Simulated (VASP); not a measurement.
# Cd (P6_3/mmc) in VASP: notebook

The runs below take Cd through single point, with PBE, PBEsol.

Program: VASP 6.6.1. These are calculated values, not measurements. Logs are shortened: lines on timing, memory, paths and dates and some standing lists are left out, and cuts for length are marked.

### 1 The cell of the first run

It takes space group P6_3/mmc (No. 194, hexagonal). The conventional cell has a = 2.979 Å, b = 2.979 Å, c = 5.618 Å, α = 90.00°, β = 90.00°, γ = 120.00°. Cd (site symmetry -6m2) has 12 Cd at 2.98 to 3.29 Å within 3.9 Å.

### 2 Single point, PBE

File INCAR:

```
  PREC = Accurate
  ENCUT = 520
  EDIFF = 1E-6
  ISMEAR = -1
  SIGMA = 0.05
  LREAL = F
  LASPH = T
  NELM = 100
  ALGO = Normal
  ISIF = 2
  LWAVE = F
  LCHARG = F
  GGA = PE
  NBANDS = 19
```

File KPOINTS:

```
Automatic mesh
0
Gamma
  6 6 3
```

File POSCAR:

```
Cd
1.0
    2.9788700000      0.0000000000      0.0000000000
   -1.4894350000      2.5797770946      0.0000000000
    0.0000000000      0.0000000000      5.6176500000
Cd
2
Direct
    0.6666666667      0.3333333333      0.7500000000
    0.3333333333      0.6666666667      0.2500000000
```

Potentials or basis: VASP PAW PBE potentials, release 64 (Cd).

Started as:

```sh
> cat potpaw_PBE.64/Cd/POTCAR > POTCAR
> mpirun -np 1 vasp_std > vasp.out
```

OUTCAR:

```text
PREC = Accurate
   ENCUT = 520
   EDIFF = 1E-6
   ISMEAR = -1
   LREAL = F
   LASPH = T
   NELM = 100
   ISIF = 2
   GGA = PE

 ion  position               nearest neighbor table
   1  0.667  0.333  0.750-   2 3.29   2 3.29   2 3.29   2 3.29   2 3.29   2 3.29
   2  0.333  0.667  0.250-   1 3.29   1 3.29   1 3.29   1 3.29   1 3.29   1 3.29

  LATTYP: Found a hexagonal cell.
 ALAT       =     2.9788700000
 C/A-ratio  =     1.8858325472

  Lattice vectors:

 A1 = (   2.9788700000,   0.0000000000,   0.0000000000)
 A2 = (  -1.4894350000,   2.5797770946,   0.0000000000)
 A3 = (   0.0000000000,   0.0000000000,   5.6176500000)

Analysis of symmetry for initial positions (statically):
=====================================================================
 Subroutine PRICEL returns:
 Original cell was already a primitive cell.

 Routine SETGRP: Setting up the symmetry group for a
 hexagonal supercell.

 Subroutine GETGRP returns: Found 24 space group operations
 (whereof 12 operations were pure point group operations)
 out of a pool of 24 trial point group operations.

The static configuration has the point symmetry D_3d.
 The point group associated with its full space group is D_6h.

Analysis of symmetry for dynamics (positions and initial velocities):
=====================================================================
 Subroutine PRICEL returns:
 Original cell was already a primitive cell.

 Routine SETGRP: Setting up the symmetry group for a
 hexagonal supercell.

 Subroutine GETGRP returns: Found 24 space group operations
 (whereof 12 operations were pure point group operations)
 out of a pool of 24 trial point group operations.

The dynamic configuration has the point symmetry D_3d.
 The point group associated with its full space group is D_6h.

 Subroutine INISYM returns: Found 24 space group operations
 (whereof 12 operations are pure point group operations),
 and found     1 'primitive' translations

----------------------------------------------------------------------------------------

                                     Primitive cell

  volume of cell :      43.1706

  direct lattice vectors                    reciprocal lattice vectors
     2.978870000  0.000000000  0.000000000     0.335697765  0.193815195  0.000000000
    -1.489435000  2.579777095  0.000000000     0.000000000  0.387630389  0.000000000
     0.000000000  0.000000000  5.617650000     0.000000000  0.000000000  0.178010378

  length of vectors
     2.978870000  2.978870000  5.617650000     0.387630390  0.387630389  0.178010378

  position of ions in fractional coordinates (direct lattice)
     0.666666667  0.333333333  0.750000000
     0.333333333  0.666666667  0.250000000

  ion indices of the primitive-cell ions
   primitive index   ion index
                 1           1
                 2           2

----------------------------------------------------------------------------------------

 KPOINTS: Automatic mesh

Automatic generation of k-mesh.
 Grid dimensions read from file:
 generate k-points for:    6    6    3

 Generating k-lattice:

  Cartesian coordinates                     Fractional coordinates (reciprocal lattice)
     0.055949627  0.032302532  0.000000000     0.166666667  0.000000000  0.000000000
     0.000000000  0.064605065  0.000000000     0.000000000  0.166666667  0.000000000
     0.000000000  0.000000000  0.059336793     0.000000000  0.000000000  0.333333333

  Length of vectors
     0.064605065  0.064605065  0.059336793

  Shift w.r.t. Gamma in fractional coordinates (k-lattice)
     0.000000000  0.000000000  0.000000000

 Subroutine IBZKPT returns following result:
 ===========================================

 Found     14 irreducible k-points:

 Following reciprocal coordinates:
            Coordinates               Weight
  0.000000  0.000000  0.000000      1.000000
  0.166667  0.000000  0.000000      6.000000
  0.333333  0.000000  0.000000      6.000000
  0.500000 -0.000000  0.000000      3.000000
  0.166667  0.166667  0.000000      6.000000
  0.333333  0.166667  0.000000     12.000000
  0.333333  0.333333  0.000000      2.000000
  0.000000  0.000000  0.333333      2.000000
  0.166667  0.000000  0.333333     12.000000
  0.333333  0.000000  0.333333     12.000000
  0.500000 -0.000000  0.333333      6.000000
  0.166667  0.166667  0.333333     12.000000
  0.333333  0.166667  0.333333     24.000000
  0.333333  0.333333  0.333333      4.000000
   k-points           NKPTS =     14   k-points in BZ     NKDIM =     14   number of bands    NBANDS=     19
   number of dos      NEDOS =    301   number of ions     NIONS =      2
   total plane-waves  NPLWV =  24192
   dimension x,y,z NGX =    24 NGY =   24 NGZ =   42
   dimension x,y,z NGXF=    48 NGYF=   48 NGZF=   84
   ions per type =               2
   NGX,Y,Z   is equivalent  to a cutoff of  13.39, 13.39, 12.43 a.u.
   NGXF,Y,Z  is equivalent  to a cutoff of  26.79, 26.79, 24.86 a.u.
 SYSTEM =  unknown system
   PREC   = accura    normal or accurate (medium, high low for compatibility)
   ISTART =      0    job   : 0-new  1-cont  2-samecut
   ICHARG =      2    charge: 1-file 2-atom 10-const
   ISPIN  =      1    spin polarized calculation?
   LNONCOLLINEAR =      F non collinear calculations
   LSORBIT =      F    spin-orbit coupling
   LASPH  =      T    aspherical Exc in radial PAW
   ENCUT  =  520.0 eV  38.22 Ry    6.18 a.u.   5.54  5.54 10.45*2*pi/ulx,y,z
   NELM   =    100;   NELMIN=  2; NELMDL= -5     # of ELM steps
   EDIFF  = 0.1E-05   stopping-criterion for ELM
   LREAL  =      F    real-space projection
   EDIFFG = 0.1E-04   stopping-criterion for IOM
   NSW    =      0    number of steps for IOM
   IBRION =     -1    ionic relax: 0-MD 1-quasi-New 2-CG
   NFREE  =      0    steps in history (QN), initial steepest desc. (CG)
   ISIF   =      2    stress and relaxation
   ISYM   =      2    0-nonsym 1-usesym 2-fastsym
   POTIM  = 0.5000    time-step for ionic-motion
   TEBEG  =    0.0;   TEEND  =   0.0 temperature during run
   PSTRESS=    0.0 pullay stress
   NELECT =      24.0000    total number of electrons
   NUPDOWN=      -1.0000    fix difference up-down
   EMIN   =  10.00;   EMAX   =-10.00  energy-range for DOS
   EFERMI =   0.00;   METHOD = LEGACY
   ISMEAR =    -1;   SIGMA  =   0.05  broadening in eV -4-tet -1-fermi 0-gaus
   EFERMI_NEDOS =   21; number of points for ismear=-14 and -15
   IALGO  =     38    algorithm
   IMIX   =      4    mixing-type and parameters
     AMIX     =   0.40;   BMIX     =  1.00
     AMIX_MAG =   1.60;   BMIX_MAG =  1.00
  volume/ion in A,a.u.               =      21.59       145.66
  Fermi-wavevector in a.u.,A,eV,Ry     =   1.346116  2.543790 24.654136  1.812028
  Thomas-Fermi vector in A             =   2.473974
   LORBIT       =      0    0 simple, 1 ext, 2 COOP (PROOUT), +10 PAW based schemes
   GGA     = PE    functional components
   LHFCALC =     F    Hartree Fock is set to
   AEXX    =    0.0000 exact exchange contribution
   IVDW    =     0    specifies the selected vdW correction
   LEPSILON=     F    determine dielectric tensor
   LRPA    =     F    only Hartree local field effects (RPA)
 non-spin polarized calculation
  energy-cutoff  :      520.00
  volume of cell :       43.17
 maximum number of plane-waves:      1191
 NGX is ok and might be reduce to    24
   NGX = 11   NGY = 11   NGZ = 21

 number of electron      23.9999993 magnetization

 Free energy of the ion-electron system (eV)
  ---------------------------------------------------
  ext. energy  EPLUGINS =         0.00000000
  ---------------------------------------------------
  free energy    TOTEN  =        -1.46299404 eV

  energy without entropy =       -1.44982498  energy(sigma->0) =       -1.45640951

 E-fermi :   3.4341     XC(G=0): -11.0344

 val. band max:        3.3829978114   @ k =   0.3333   0.3333   0.0000
 cond. band min:       3.4500245821   @ k =   0.3333   0.0000   0.0000
 fundamental gap:      0.0670267707
 Fermi energy:         3.4340645941

 k-point     1 :       0.0000    0.0000    0.0000
  band No.  band energies     occupation
      1      -6.9159      2.00000
      2      -6.6495      2.00000
      3      -6.3009      2.00000
      4      -6.3009      2.00000
      5      -6.2500      2.00000
      6      -6.2500      2.00000
[... 11 lines left out ...]
     18      17.8660      0.00000
     19      18.6964      0.00000

 k-point     2 :       0.1667    0.0000    0.0000
  band No.  band energies     occupation
      1      -6.7297      2.00000
      2      -6.4925      2.00000
      3      -6.3928      2.00000
      4      -6.2374      2.00000
      5      -6.0584      2.00000
      6      -6.0163      2.00000
[... 11 lines left out ...]
     18      16.8242      0.00000
     19      17.0566      0.00000

 k-point     3 :       0.3333    0.0000    0.0000
  band No.  band energies     occupation
      1      -6.9274      2.00000
      2      -6.7275      2.00000
      3      -6.4827      2.00000
      4      -6.0867      2.00000
      5      -6.0862      2.00000
      6      -5.9726      2.00000
[... 11 lines left out ...]
     18      15.9350      0.00000
     19      16.9552      0.00000

 k-point     4 :       0.5000   -0.0000    0.0000
  band No.  band energies     occupation
      1      -7.0732      2.00000
      2      -6.8756      2.00000
      3      -6.6966      2.00000
      4      -6.2174      2.00000
      5      -6.0355      2.00000
      6      -5.9268      2.00000
[... 187 lines left out ...]
     18      11.9068      0.00000
     19      17.9977      0.00000

 k-point    13 :       0.3333    0.1667    0.3333
  band No.  band energies     occupation
      1      -6.7132      2.00000
      2      -6.6561      2.00000
      3      -6.5361      2.00000
      4      -6.4412      2.00000
      5      -6.0811      2.00000
      6      -5.8124      2.00000
[... 11 lines left out ...]
     18      12.1005      0.00000
     19      15.1014      0.00000

 k-point    14 :       0.3333    0.3333    0.3333
  band No.  band energies     occupation
      1      -6.4177      2.00000
      2      -6.4177      2.00000
      3      -6.4167      2.00000
      4      -6.1973      2.00000
      5      -6.1091      2.00000
      6      -6.1091      2.00000
[... 11 lines left out ...]
     18      11.7584      0.00000
     19      13.0431      0.00000

------------------------ aborting loop because EDIFF is reached ----------------------------------------

  FORCE on cell =-STRESS in cart. coord.  units (eV):
  Direction    XX          YY          ZZ          XY          YZ          ZX
  --------------------------------------------------------------------------------------
  -------------------------------------------------------------------------------------
  Total        0.9479578      0.9479578      0.9519453     -0.0000000      0.0000000      0.0000000
  in kB       35.1812444     35.1812444     35.3292287     -0.0000000      0.0000000      0.0000000
  external PRESSURE =      35.2305725 kB  Pullay stress =       0.0000000 kB

 VOLUME and BASIS-vectors are now :
 -----------------------------------------------------------------------------
  energy-cutoff  :      520.00
  volume of cell :       43.17
      direct lattice vectors                 reciprocal lattice vectors
     2.978870000  0.000000000  0.000000000     0.335697765  0.193815195  0.000000000
    -1.489435000  2.579777095  0.000000000     0.000000000  0.387630389  0.000000000
     0.000000000  0.000000000  5.617650000     0.000000000  0.000000000  0.178010378

 POSITION                                       TOTAL-FORCE (eV/Angst)
 -----------------------------------------------------------------------------------
      1.48944      0.85993      4.21324         0.000000     -0.000000      0.000000
     -0.00000      1.71985      1.40441        -0.000000      0.000000      0.000000
 -----------------------------------------------------------------------------------
    total drift:                               -0.000000      0.000000      0.000000

  FREE ENERGIE OF THE ION-ELECTRON SYSTEM (eV)
  ---------------------------------------------------
  free  energy   TOTEN  =        -1.4629940430 eV

  energy  without entropy=       -1.4498249805  energy(sigma->0) =       -1.45640951
```

It took 5.5 s on 1 thread of Intel Xeon Platinum 8488C (Sapphire Rapids), shared host; peak memory 0.15 GiB.

What came out:

```
Free energy            : -1.4630 eV
Pressure               : 3.5 GPa
Band gap on the k mesh : zero (band 12 reaches 3.64 eV, above the bottom of band 13 at -0.05 eV)
```

Caveat: the k points lie up to 0.41 Å⁻¹ apart.

### 3 Single point, PBEsol

File INCAR:

```
SYSTEM = Cd
ALGO = Normal
EDIFF = 1E-7
ENCUT = 520
GGA = PS
ISIF = 2
ISMEAR = -1
LASPH = .TRUE.
LCHARG = .FALSE.
LREAL = .FALSE.
LWAVE = .FALSE.
NBANDS = 19
NELM = 80
PREC = Accurate
SIGMA = 0.05
```

File KPOINTS:

```
k-points
0
G
  6 6 3
  0 0 0
```

POSCAR is that of step 2.

Potentials or basis: VASP PAW PBE potentials, release 64 (Cd).

Started as:

```sh
> cat potpaw_PBE.64/Cd/POTCAR > POTCAR
> mpirun -np 1 vasp_std > vasp.out
```

OUTCAR:

```text
SYSTEM = Cd
   EDIFF = 1E-7
   ENCUT = 520
   GGA = PS
   ISIF = 2
   ISMEAR = -1
   LASPH = .TRUE.
   LREAL = .FALSE.
   NELM = 80
   PREC = Accurate

 ion  position               nearest neighbor table
   1  0.667  0.333  0.750-   2 3.29   2 3.29   2 3.29   2 3.29   2 3.29   2 3.29
   2  0.333  0.667  0.250-   1 3.29   1 3.29   1 3.29   1 3.29   1 3.29   1 3.29

  LATTYP: Found a hexagonal cell.
 ALAT       =     2.9788700000
 C/A-ratio  =     1.8858325472

  Lattice vectors:

 A1 = (   2.9788700000,   0.0000000000,   0.0000000000)
 A2 = (  -1.4894350000,   2.5797770946,   0.0000000000)
 A3 = (   0.0000000000,   0.0000000000,   5.6176500000)

Analysis of symmetry for initial positions (statically):
=====================================================================
 Subroutine PRICEL returns:
 Original cell was already a primitive cell.

 Routine SETGRP: Setting up the symmetry group for a
 hexagonal supercell.

 Subroutine GETGRP returns: Found 24 space group operations
 (whereof 12 operations were pure point group operations)
 out of a pool of 24 trial point group operations.

The static configuration has the point symmetry D_3d.
 The point group associated with its full space group is D_6h.

Analysis of symmetry for dynamics (positions and initial velocities):
=====================================================================
 Subroutine PRICEL returns:
 Original cell was already a primitive cell.

 Routine SETGRP: Setting up the symmetry group for a
 hexagonal supercell.

 Subroutine GETGRP returns: Found 24 space group operations
 (whereof 12 operations were pure point group operations)
 out of a pool of 24 trial point group operations.

The dynamic configuration has the point symmetry D_3d.
 The point group associated with its full space group is D_6h.

[... 99 lines left out ...]
   NUPDOWN=      -1.0000    fix difference up-down
   EMIN   =  10.00;   EMAX   =-10.00  energy-range for DOS
   EFERMI =   0.00;   METHOD = LEGACY
   ISMEAR =    -1;   SIGMA  =   0.05  broadening in eV -4-tet -1-fermi 0-gaus
   EFERMI_NEDOS =   21; number of points for ismear=-14 and -15
   IALGO  =     38    algorithm
   IMIX   =      4    mixing-type and parameters
     AMIX     =   0.40;   BMIX     =  1.00
     AMIX_MAG =   1.60;   BMIX_MAG =  1.00
  volume/ion in A,a.u.               =      21.59       145.66
  Fermi-wavevector in a.u.,A,eV,Ry     =   1.346116  2.543790 24.654136  1.812028
  Thomas-Fermi vector in A             =   2.473974
   LORBIT       =      0    0 simple, 1 ext, 2 COOP (PROOUT), +10 PAW based schemes
   GGA     = PS    functional components
   LHFCALC =     F    Hartree Fock is set to
   AEXX    =    0.0000 exact exchange contribution
   IVDW    =     0    specifies the selected vdW correction
   LEPSILON=     F    determine dielectric tensor
   LRPA    =     F    only Hartree local field effects (RPA)
 non-spin polarized calculation
  energy-cutoff  :      520.00
  volume of cell :       43.17
 maximum number of plane-waves:      1191
 NGX is ok and might be reduce to    24
   NGX = 11   NGY = 11   NGZ = 21

 number of electron      23.9999993 magnetization

 Free energy of the ion-electron system (eV)
  ---------------------------------------------------
  ext. energy  EPLUGINS =         0.00000000
  ---------------------------------------------------
  free energy    TOTEN  =        -2.39124716 eV

  energy without entropy =       -2.37789569  energy(sigma->0) =       -2.38457143

 E-fermi :   3.2278     XC(G=0): -11.2113

 val. band max:        3.1795558670   @ k =   0.3333   0.3333   0.0000
 cond. band min:       3.2468262708   @ k =   0.3333   0.0000   0.0000
 fundamental gap:      0.0672704038
 Fermi energy:         3.2278052900

 k-point     1 :       0.0000    0.0000    0.0000
  band No.  band energies     occupation
      1      -7.0501      2.00000
      2      -6.7825      2.00000
      3      -6.4172      2.00000
      4      -6.4172      2.00000
      5      -6.3655      2.00000
      6      -6.3655      2.00000
[... 285 lines left out ...]
      6      -6.2269      2.00000
[... 11 lines left out ...]
     18      11.5422      0.00000
     19      12.8460      0.00000

------------------------ aborting loop because EDIFF is reached ----------------------------------------

  FORCE on cell =-STRESS in cart. coord.  units (eV):
  Direction    XX          YY          ZZ          XY          YZ          ZX
  --------------------------------------------------------------------------------------
  -------------------------------------------------------------------------------------
  Total       -0.3423040     -0.3423040     -0.0465490      0.0000000     -0.0000000      0.0000000
  in kB      -12.7038135    -12.7038135     -1.7275586      0.0000000     -0.0000000      0.0000000
  external PRESSURE =      -9.0450618 kB  Pullay stress =       0.0000000 kB

 VOLUME and BASIS-vectors are now :
 -----------------------------------------------------------------------------
  energy-cutoff  :      520.00
  volume of cell :       43.17
      direct lattice vectors                 reciprocal lattice vectors
     2.978870000  0.000000000  0.000000000     0.335697765  0.193815195  0.000000000
    -1.489435000  2.579777095  0.000000000     0.000000000  0.387630389  0.000000000
     0.000000000  0.000000000  5.617650000     0.000000000  0.000000000  0.178010378

 POSITION                                       TOTAL-FORCE (eV/Angst)
 -----------------------------------------------------------------------------------
      1.48944      0.85993      4.21324        -0.000000      0.000000      0.000000
     -0.00000      1.71985      1.40441         0.000000     -0.000000      0.000000
 -----------------------------------------------------------------------------------
    total drift:                               -0.000000      0.000000      0.000000

  FREE ENERGIE OF THE ION-ELECTRON SYSTEM (eV)
  ---------------------------------------------------
  free  energy   TOTEN  =        -2.3912471646 eV

  energy  without entropy=       -2.3778956859  energy(sigma->0) =       -2.38457143
```

OSZICAR:

```text
N       E                     dE             d eps       ncg     rms          rms(c)
DAV:   1     0.177320761527E+03    0.17732E+03   -0.13137E+04   532   0.126E+03
DAV:   2     0.166907541286E+01   -0.17565E+03   -0.16877E+03   544   0.333E+02
DAV:   3    -0.255679978590E+01   -0.42259E+01   -0.42147E+01   615   0.601E+01
DAV:   4    -0.256539420362E+01   -0.85944E-02   -0.85919E-02   601   0.242E+00
DAV:   5    -0.256541778747E+01   -0.23584E-04   -0.23584E-04   575   0.128E-01    0.443E+00
DAV:   6    -0.240367997891E+01    0.16174E+00   -0.37888E-01   580   0.750E+00    0.358E+00
DAV:   7    -0.239287729952E+01    0.10803E-01   -0.28441E-02   582   0.153E+00    0.194E+00
DAV:   8    -0.239121129824E+01    0.16660E-02   -0.29879E-03   584   0.681E-01    0.869E-02
DAV:   9    -0.239122652104E+01   -0.15223E-04   -0.19107E-05   599   0.455E-02    0.405E-02
DAV:  10    -0.239124721036E+01   -0.20689E-04   -0.14707E-05   562   0.406E-02    0.344E-03
DAV:  11    -0.239124716464E+01    0.45724E-07   -0.12205E-07   488   0.375E-03
   1 F= -.23912472E+01 E0= -.23845714E+01  d E =-.133515E-01
```

Run time: 5.4 s. Hardware: 1 thread of Intel Xeon Platinum 8488C (Sapphire Rapids), shared host; peak memory 0.15 GiB.

Results:

| Item | Value |
| --- | --- |
| Free energy | -2.3912 eV |
| Pressure | -0.9 GPa |
| Band gap on the k mesh | zero (band 12 reaches 3.43 eV, above the bottom of band 13 at -0.25 eV) |

Caveat: the k points lie up to 0.41 Å⁻¹ apart; the PAW data sets were made with another functional, which shifts forces and pressure a little.
